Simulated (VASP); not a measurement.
# GdN (P-6m2) in VASP: further runs

The runs below take GdN through single point, with LDA+U.

All numbers are computed with VASP 6.6.1; they aren't measurements. Logs are shortened: lines on timing, memory, paths and dates and some standing lists are left out, and cuts for length are marked.

## Step 1: The cell of the first run

The structure is hexagonal, space group P-6m2 (No. 187). Conventional cell: a = 3.339 Å, b = 3.339 Å, c = 3.038 Å, α = 90.00°, β = 90.00°, γ = 120.00°. Within 3.2 Å of Gd (site symmetry -6m2) lie 6 N at 2.45 Å and 2 Gd at 3.04 Å. N (site symmetry -6m2) has 6 Gd at 2.45 Å and 2 N at 3.04 Å within 3.2 Å.

## Step 2: Single point, LDA+U, collinear spin, ferromagnetic start (14.67 Å³/atom)

Input file INCAR:

```
PREC = Accurate ; ENCUT = 520
EDIFF = 1E-7 ; ISMEAR = 0
SIGMA = 0.05 ; LREAL = False
LASPH = True ; NELM = 150
ALGO = Normal ; ISIF = 2
LWAVE = False ; LCHARG = False
ISPIN = 2 ; MAGMOM = 7.61 -0.12
LORBIT = 11 ; LMAXMIX = 6
LDAU = True ; LDAUTYPE = 2
LDAUL = 3 -1 ; LDAUU = 6 0
LDAUJ = 0 0 ; LDAUPRINT = 1
GGA = CA ; NBANDS = 22
```

Input file KPOINTS:

```
regular mesh
0
Gamma
  10 10 10
```

Input file POSCAR:

```
GdN
1.0
    3.3394229375      0.0000000000      0.0000000000
   -1.6697114688      2.8920250979      0.0000000000
    0.0000000000      0.0000000000      3.0379470730
Gd N
1 1
Direct
    0.0000000000      0.0000000000      0.0000000000
    0.6666666667      0.3333333333      0.5000000000
```

Potentials or basis: VASP PAW PBE potentials, release 64 (Gd, N).

Run with:

```sh
$ cat potpaw_PBE.64/Gd/POTCAR potpaw_PBE.64/N/POTCAR > POTCAR
$ mpirun -np 1 vasp_std > vasp.out
```

OUTCAR:

```text
PREC = Accurate
   ENCUT = 520
   EDIFF = 1E-7
   ISMEAR = 0
   LREAL = False
   LASPH = True
   NELM = 150
   ISIF = 2
   ISPIN = 2
   LORBIT = 11
   GGA = CA

 ion  position               nearest neighbor table
   1  0.000  0.000  0.000-   2 2.45   2 2.45   2 2.45   2 2.45   2 2.45   2 2.45
   2  0.667  0.333  0.500-   1 2.45   1 2.45   1 2.45   1 2.45   1 2.45   1 2.45

  LATTYP: Found a hexagonal cell.
 ALAT       =     3.3394229375
 C/A-ratio  =     0.9097221675

  Lattice vectors:

 A1 = (   3.3394229375,   0.0000000000,   0.0000000000)
 A2 = (  -1.6697114688,   2.8920250979,   0.0000000000)
 A3 = (   0.0000000000,   0.0000000000,   3.0379470730)

Analysis of symmetry for initial positions (statically):
=====================================================================
 Subroutine PRICEL returns:
 Original cell was already a primitive cell.

 Routine SETGRP: Setting up the symmetry group for a
 hexagonal supercell.

 Subroutine GETGRP returns: Found 12 space group operations
 (whereof 12 operations were pure point group operations)
 out of a pool of 24 trial point group operations.

The static configuration has the point symmetry D_3h.

Analysis of symmetry for dynamics (positions and initial velocities):
=====================================================================
 Subroutine PRICEL returns:
 Original cell was already a primitive cell.

 Routine SETGRP: Setting up the symmetry group for a
 hexagonal supercell.

 Subroutine GETGRP returns: Found 12 space group operations
 (whereof 12 operations were pure point group operations)
 out of a pool of 24 trial point group operations.

The dynamic configuration has the point symmetry D_3h.

Analysis of structural, dynamic, and magnetic symmetry:
=====================================================================
 Subroutine PRICEL returns:
 Original cell was already a primitive cell.

 Routine SETGRP: Setting up the symmetry group for a
 hexagonal supercell.

 Subroutine GETGRP returns: Found 12 space group operations
 (whereof 12 operations were pure point group operations)
 out of a pool of 24 trial point group operations.

The overall configuration has the point symmetry D_3h.

 Subroutine INISYM returns: Found 12 space group operations
 (whereof 12 operations are pure point group operations),
 and found     1 'primitive' translations

----------------------------------------------------------------------------------------

                                     Primitive cell

  volume of cell :      29.3396

  direct lattice vectors                    reciprocal lattice vectors
     3.339422938  0.000000000  0.000000000     0.299452935  0.172889233  0.000000000
    -1.669711469  2.892025098  0.000000000     0.000000000  0.345778465  0.000000000
     0.000000000  0.000000000  3.037947073     0.000000000  0.000000000  0.329169658

  length of vectors
     3.339422938  3.339422938  3.037947073     0.345778465  0.345778465  0.329169658

  position of ions in fractional coordinates (direct lattice)
     0.000000000  0.000000000  0.000000000
     0.666666667  0.333333333  0.500000000

  ion indices of the primitive-cell ions
   primitive index   ion index
                 1           1
                 2           2

----------------------------------------------------------------------------------------

 KPOINTS: regular mesh

Automatic generation of k-mesh.
 Grid dimensions read from file:
 generate k-points for:   10   10   10
[... 63 lines left out ...]
   NELM   =    150;   NELMIN=  2; NELMDL= -5     # of ELM steps
   EDIFF  = 0.1E-06   stopping-criterion for ELM
   LREAL  =      F    real-space projection
   EDIFFG = 0.1E-05   stopping-criterion for IOM
   NSW    =      0    number of steps for IOM
   IBRION =     -1    ionic relax: 0-MD 1-quasi-New 2-CG
   NFREE  =      0    steps in history (QN), initial steepest desc. (CG)
   ISIF   =      2    stress and relaxation
   ISYM   =      2    0-nonsym 1-usesym 2-fastsym
   POTIM  = 0.5000    time-step for ionic-motion
   TEBEG  =    0.0;   TEEND  =   0.0 temperature during run
   PSTRESS=    0.0 pullay stress
   NELECT =      23.0000    total number of electrons
   NUPDOWN=      -1.0000    fix difference up-down
   EMIN   =  10.00;   EMAX   =-10.00  energy-range for DOS
   EFERMI =   0.00;   METHOD = LEGACY
   ISMEAR =     0;   SIGMA  =   0.05  broadening in eV -4-tet -1-fermi 0-gaus
   EFERMI_NEDOS =   21; number of points for ismear=-14 and -15
   IALGO  =     38    algorithm
   IMIX   =      4    mixing-type and parameters
     AMIX     =   0.40;   BMIX     =  1.00
     AMIX_MAG =   1.60;   BMIX_MAG =  1.00
  volume/ion in A,a.u.               =      14.67        99.00
  Fermi-wavevector in a.u.,A,eV,Ry     =   1.509499  2.852540 31.002069  2.278588
  Thomas-Fermi vector in A             =   2.619813
   LORBIT       =     11    0 simple, 1 ext, 2 COOP (PROOUT), +10 PAW based schemes
 LDA+U is selected, type is set to LDAUTYPE =  2
   angular momentum for each species LDAUL =     3   -1
   U (eV)           for each species LDAUU =   6.0  0.0
   J (eV)           for each species LDAUJ =   0.0  0.0
   GGA     = CA    functional components
   LHFCALC =     F    Hartree Fock is set to
   AEXX    =    0.0000 exact exchange contribution
   IVDW    =     0    specifies the selected vdW correction
   LEPSILON=     F    determine dielectric tensor
   LRPA    =     F    only Hartree local field effects (RPA)
 spin polarized calculation
 Gauss-broadening in eV      SIGMA  =   0.05
  energy-cutoff  :      520.00
  volume of cell :       29.34
 maximum number of plane-waves:       809
 NGX is ok and might be reduce to    28
   NGX = 13   NGY = 13   NGZ = 11

atom =   1  type =  1  l = 3

 onsite density matrix

spin component  1

  0.9891  0.0000  0.0000 -0.0000  0.0000 -0.0000  0.0000
  0.0000  0.9939 -0.0000  0.0000  0.0000  0.0000  0.0000
  0.0000 -0.0000  0.9910  0.0000 -0.0000  0.0000 -0.0000
 -0.0000  0.0000  0.0000  0.9888 -0.0000  0.0000 -0.0000
  0.0000  0.0000 -0.0000 -0.0000  0.9910 -0.0000  0.0000
 -0.0000  0.0000  0.0000  0.0000 -0.0000  0.9939  0.0000
  0.0000  0.0000 -0.0000 -0.0000  0.0000  0.0000  0.9898

spin component  2

  0.0040  0.0000  0.0000  0.0000  0.0000 -0.0000  0.0000
  0.0000  0.0131  0.0000  0.0000 -0.0000 -0.0000  0.0000
  0.0000  0.0000  0.0079 -0.0000 -0.0000  0.0000 -0.0000
  0.0000  0.0000 -0.0000  0.0059  0.0000  0.0000  0.0000
  0.0000 -0.0000 -0.0000  0.0000  0.0079 -0.0000  0.0000
 -0.0000 -0.0000  0.0000  0.0000 -0.0000  0.0131  0.0000
  0.0000  0.0000 -0.0000  0.0000  0.0000  0.0000  0.0049

 occupancies and eigenvectors

  o =  0.0040  v =  0.0000  0.0000  0.0000  0.0000  0.0000  0.0000  0.0000  1.0000 -0.0000 -0.0000 -0.0000 -0.0000  0.0000 -0.0000      0.0000  0.0000  0.0000  0.0000  0.0000  0.0000  0.0000  0.0000  0.0000  0.0000  0.0000  0.0000  0.0000  0.0000
  o =  0.0049  v =  0.0000  0.0000  0.0000  0.0000  0.0000  0.0000  0.0000  0.0000 -0.0000  0.0000  0.0000 -0.0000 -0.0000  1.0000      0.0000  0.0000  0.0000  0.0000  0.0000  0.0000  0.0000  0.0000  0.0000  0.0000  0.0000  0.0000  0.0000  0.0000
  o =  0.0059  v =  0.0000  0.0000  0.0000  0.0000  0.0000  0.0000  0.0000  0.0000 -0.0000  0.0000  1.0000 -0.0000 -0.0000  0.0000      0.0000  0.0000  0.0000  0.0000  0.0000  0.0000  0.0000  0.0000  0.0000  0.0000  0.0000  0.0000  0.0000  0.0000
  o =  0.0079  v =  0.0000  0.0000  0.0000  0.0000  0.0000  0.0000  0.0000 -0.0000 -0.0000 -0.4072 -0.0000 -0.9133  0.0000 -0.0000      0.0000  0.0000  0.0000  0.0000  0.0000  0.0000  0.0000  0.0000  0.0000  0.0000  0.0000  0.0000  0.0000  0.0000
  o =  0.0079  v =  0.0000  0.0000  0.0000  0.0000  0.0000  0.0000  0.0000  0.0000  0.0000  0.9133 -0.0000 -0.4072  0.0000 -0.0000      0.0000  0.0000  0.0000  0.0000  0.0000  0.0000  0.0000  0.0000  0.0000  0.0000  0.0000  0.0000  0.0000  0.0000
  o =  0.0131  v =  0.0000  0.0000  0.0000  0.0000  0.0000  0.0000  0.0000  0.0000  0.9993 -0.0000  0.0000 -0.0000  0.0373  0.0000      0.0000  0.0000  0.0000  0.0000  0.0000  0.0000  0.0000  0.0000  0.0000  0.0000  0.0000  0.0000  0.0000  0.0000
  o =  0.0131  v =  0.0000  0.0000  0.0000  0.0000  0.0000  0.0000  0.0000  0.0000  0.0373  0.0000 -0.0000 -0.0000 -0.9993  0.0000      0.0000  0.0000  0.0000  0.0000  0.0000  0.0000  0.0000  0.0000  0.0000  0.0000  0.0000  0.0000  0.0000  0.0000
  o =  0.9888  v = -0.0000  0.0000  0.0000 -1.0000 -0.0000  0.0000  0.0000  0.0000  0.0000  0.0000  0.0000  0.0000  0.0000  0.0000      0.0000  0.0000  0.0000  0.0000  0.0000  0.0000  0.0000  0.0000  0.0000  0.0000  0.0000  0.0000  0.0000  0.0000
  o =  0.9891  v =  1.0000 -0.0000 -0.0000 -0.0000 -0.0000  0.0000 -0.0000  0.0000  0.0000  0.0000  0.0000  0.0000  0.0000  0.0000      0.0000  0.0000  0.0000  0.0000  0.0000  0.0000  0.0000  0.0000  0.0000  0.0000  0.0000  0.0000  0.0000  0.0000
  o =  0.9898  v =  0.0000 -0.0000  0.0000  0.0000 -0.0000 -0.0000  1.0000  0.0000  0.0000  0.0000  0.0000  0.0000  0.0000  0.0000      0.0000  0.0000  0.0000  0.0000  0.0000  0.0000  0.0000  0.0000  0.0000  0.0000  0.0000  0.0000  0.0000  0.0000
  o =  0.9910  v = -0.0000  0.0000 -0.4092  0.0000 -0.9125 -0.0000 -0.0000  0.0000  0.0000  0.0000  0.0000  0.0000  0.0000  0.0000      0.0000  0.0000  0.0000  0.0000  0.0000  0.0000  0.0000  0.0000  0.0000  0.0000  0.0000  0.0000  0.0000  0.0000
  o =  0.9910  v = -0.0000 -0.0000 -0.9125 -0.0000  0.4092  0.0000  0.0000  0.0000  0.0000  0.0000  0.0000  0.0000  0.0000  0.0000      0.0000  0.0000  0.0000  0.0000  0.0000  0.0000  0.0000  0.0000  0.0000  0.0000  0.0000  0.0000  0.0000  0.0000
  o =  0.9939  v = -0.0000 -0.9957 -0.0000 -0.0000 -0.0000  0.0925 -0.0000  0.0000  0.0000  0.0000  0.0000  0.0000  0.0000  0.0000      0.0000  0.0000  0.0000  0.0000  0.0000  0.0000  0.0000  0.0000  0.0000  0.0000  0.0000  0.0000  0.0000  0.0000
  o =  0.9939  v = -0.0000  0.0925  0.0000  0.0000  0.0000  0.9957  0.0000  0.0000  0.0000  0.0000  0.0000  0.0000  0.0000  0.0000      0.0000  0.0000  0.0000  0.0000  0.0000  0.0000  0.0000  0.0000  0.0000  0.0000  0.0000  0.0000  0.0000  0.0000

 number of electron      23.0000001 magnetization       7.0122223

 Free energy of the ion-electron system (eV)
  ---------------------------------------------------
  ext. energy  EPLUGINS =         0.00000000
  ---------------------------------------------------
  free energy    TOTEN  =       -23.03091224 eV

  energy without entropy =      -23.03071660  energy(sigma->0) =      -23.03081442

 E-fermi :   4.0957     XC(G=0): -12.2199

 val. band max:        4.0892939373   @ k =   0.1000   0.1000   0.0000
 cond. band min:       4.1318342691   @ k =   0.1000   0.0000   0.0000
 fundamental gap:      0.0425403318
 Fermi energy:         4.0956565659

 spin component 1

 k-point     1 :       0.0000    0.0000    0.0000
  band No.  band energies     occupation
      1     -39.6813      1.00000
      2     -16.7620      1.00000
      3     -16.7620      1.00000
      4     -16.4810      1.00000
      5      -8.9017      1.00000
      6      -2.3661      1.00000
[... 1193 lines left out ...]
     21      15.4945      0.00000
     22      18.1238      0.00000

 [... further k-points ...]

------------------------ aborting loop because EDIFF is reached ----------------------------------------

  FORCE on cell =-STRESS in cart. coord.  units (eV):
  Direction    XX          YY          ZZ          XY          YZ          ZX
  --------------------------------------------------------------------------------------
  -------------------------------------------------------------------------------------
  Total        0.0892526      0.0892526      0.1396483     -0.0000000      0.0000000      0.0000000
  in kB        4.8739145      4.8739145      7.6259229     -0.0000000      0.0000000      0.0000000
  external PRESSURE =       5.7912506 kB  Pullay stress =       0.0000000 kB

 VOLUME and BASIS-vectors are now :
 -----------------------------------------------------------------------------
  energy-cutoff  :      520.00
  volume of cell :       29.34
      direct lattice vectors                 reciprocal lattice vectors
     3.339422938  0.000000000  0.000000000     0.299452935  0.172889233  0.000000000
    -1.669711469  2.892025098  0.000000000     0.000000000  0.345778465  0.000000000
     0.000000000  0.000000000  3.037947073     0.000000000  0.000000000  0.329169658

 POSITION                                       TOTAL-FORCE (eV/Angst)
 -----------------------------------------------------------------------------------
      0.00000      0.00000      0.00000         0.000000      0.000000      0.000000
      1.66971      0.96401      1.51897        -0.000000      0.000000      0.000000
 -----------------------------------------------------------------------------------
    total drift:                                0.000000     -0.000000      0.000000

  FREE ENERGIE OF THE ION-ELECTRON SYSTEM (eV)
  ---------------------------------------------------
  free  energy   TOTEN  =       -23.0309122417 eV

  energy  without entropy=      -23.0307165996  energy(sigma->0) =      -23.03081442

 total charge

# of ion       s       p       d       f       tot
--------------------------------------------------
    1        2.043   5.616   0.626   6.986  15.272
    2        1.230   2.411   0.000   0.000   3.641
--------------------------------------------------
tot          3.273   8.028   0.626   6.986  18.913

 magnetization (x)

# of ion       s       p       d       f       tot
--------------------------------------------------
    1        0.001  -0.058   0.075   6.876   6.893
    2       -0.008  -0.073   0.000   0.000  -0.081
--------------------------------------------------
tot         -0.007  -0.131   0.075   6.876   6.812
```

Run time: 95 s. Hardware: 1 thread of AMD EPYC 9R45 (Zen 5), shared host; peak memory 0.19 GiB.

What came out:

| Quantity | Value |
| --- | --- |
| Free energy | -23.0309 eV |
| Pressure | 0.6 GPa |
| Band gap on the k mesh | zero (filled and empty bands overlap) |
| Net moment | 7.01 μB per cell |
| Site moments | Gd +6.89; N -0.08 μB |
| Valence electrons inside the program's atomic spheres | Gd 15.27; N 3.64 |

Eigenvalues of the final occupation matrices:
```tsv
site	spin	trace	eigenvalues
site 1 f	1	6.94	0.99 0.99 0.99 0.99 0.99 0.99 0.99
site 1 f	2	0.06	0.00 0.00 0.01 0.01 0.01 0.01 0.01
```

Caveat: the PAW data sets were made with another functional, which shifts forces and pressure a little; spin-orbit coupling is left out, which moves the levels of the heavy elements; a cell with one magnetic atom can't hold antiferromagnetic order, which such compounds often take. The state reached can hang on the start; a lower one may exist.

## Step 3: Single point, LDA+U, collinear spin, ferromagnetic start

Input file INCAR:

```
SYSTEM = GdN
ALGO = Normal
EDIFF = 1E-6
ENCUT = 520
GGA = CA
ISIF = 2
ISMEAR = 0
ISPIN = 2
LASPH = .TRUE.
LCHARG = .TRUE.
LDAU = .TRUE.
LDAUJ = 0 0
LDAUL = 3 -1
LDAUPRINT = 1
LDAUTYPE = 2
LDAUU = 6 0
LELF = .TRUE.
LMAXMIX = 6
LORBIT = 11
LREAL = .FALSE.
LVHAR = .TRUE.
LWAVE = .FALSE.
MAGMOM = 7.61 0
NBANDS = 22
NELM = 150
PREC = Accurate
SIGMA = 0.05
```

Input file KPOINTS:

```
k-points
0
G
  10 10 10
  0 0 0
```

POSCAR is that of step 2.

Potentials or basis: VASP PAW PBE potentials, release 64 (Gd, N).

Run with:

```sh
$ cat potpaw_PBE.64/Gd/POTCAR potpaw_PBE.64/N/POTCAR > POTCAR
$ mpirun -np 1 vasp_std > vasp.out
```

It took 88 s on 1 thread of AMD EPYC 9R45 (Zen 5), shared host; peak memory 0.19 GiB.

Results (log left out):

```
Free energy                                           : -23.0309 eV
Pressure                                              : 0.6 GPa
Band gap on the k mesh                                : zero (filled and empty bands overlap)
Net moment                                            : 7.01 μB per cell
Site moments                                          : Gd +6.89; N -0.08 μB
Valence electrons inside the program's atomic spheres : Gd 15.27; N 3.64
```

Stress tensor (GPa, compression positive):
```
0.50 0.00 0.00
0.00 0.50 0.00
0.00 0.00 0.77
```

Levels at points of the mesh, in eV from the Fermi level:
Spin up:
| k point | band 11 | band 12 | band 13 | band 14 | band 15 | band 16 | band 17 | band 18 | band 19 | band 20 |
| --- | --- | --- | --- | --- | --- | --- | --- | --- | --- | --- |
| (0.00, 0.00, 0.00) | -6.32 | -6.25 | -1.72 | -1.72 | -0.56 | 0.49 | 3.22 | 6.10 | 6.10 | 7.52 |
| (0.50, 0.00, 0.00) | -6.28 | -6.20 | -3.69 | -1.14 | -0.22 | -0.06 | 5.53 | 6.66 | 7.64 | 7.72 |
| (0.00, 0.00, 0.50) | -6.22 | -6.22 | -4.45 | -0.94 | -0.94 | 3.04 | 3.04 | 5.09 | 5.32 | 5.32 |
| (0.50, 0.00, 0.50) | -6.28 | -6.23 | -3.24 | -2.47 | -2.19 | 2.97 | 5.83 | 7.93 | 8.62 | 9.48 |
Spin down:
| k point | band 4 | band 5 | band 6 | band 7 | band 8 | band 9 | band 10 | band 11 | band 12 | band 13 |
| --- | --- | --- | --- | --- | --- | --- | --- | --- | --- | --- |
| (0.00, 0.00, 0.00) | -18.41 | -12.94 | -1.60 | -1.60 | 0.14 | 0.19 | 2.64 | 4.18 | 4.18 | 4.39 |
| (0.50, 0.00, 0.00) | -18.19 | -11.30 | -3.45 | -1.21 | -0.44 | 0.61 | 4.00 | 4.15 | 4.39 | 4.46 |
| (0.00, 0.00, 0.50) | -18.48 | -10.55 | -4.30 | -1.17 | -1.17 | 3.41 | 3.87 | 3.87 | 4.13 | 4.23 |
| (0.50, 0.00, 0.50) | -18.78 | -12.09 | -2.97 | -2.36 | -2.13 | 3.38 | 4.19 | 4.22 | 4.32 | 4.44 |

Eigenvalues of the final occupation matrices:
| site | spin | trace | eigenvalues |
| --- | --- | --- | --- |
| site 1 f | 1 | 6.94 | 0.99 0.99 0.99 0.99 0.99 0.99 0.99 |
| site 1 f | 2 | 0.06 | 0.00 0.00 0.01 0.01 0.01 0.01 0.01 |

Caveat: the PAW data sets were made with another functional, which shifts forces and pressure a little; spin-orbit coupling is left out, which moves the levels of the heavy elements; a cell with one magnetic atom can't hold antiferromagnetic order, which such compounds often take.

(Part 1 of 2 ends here.)
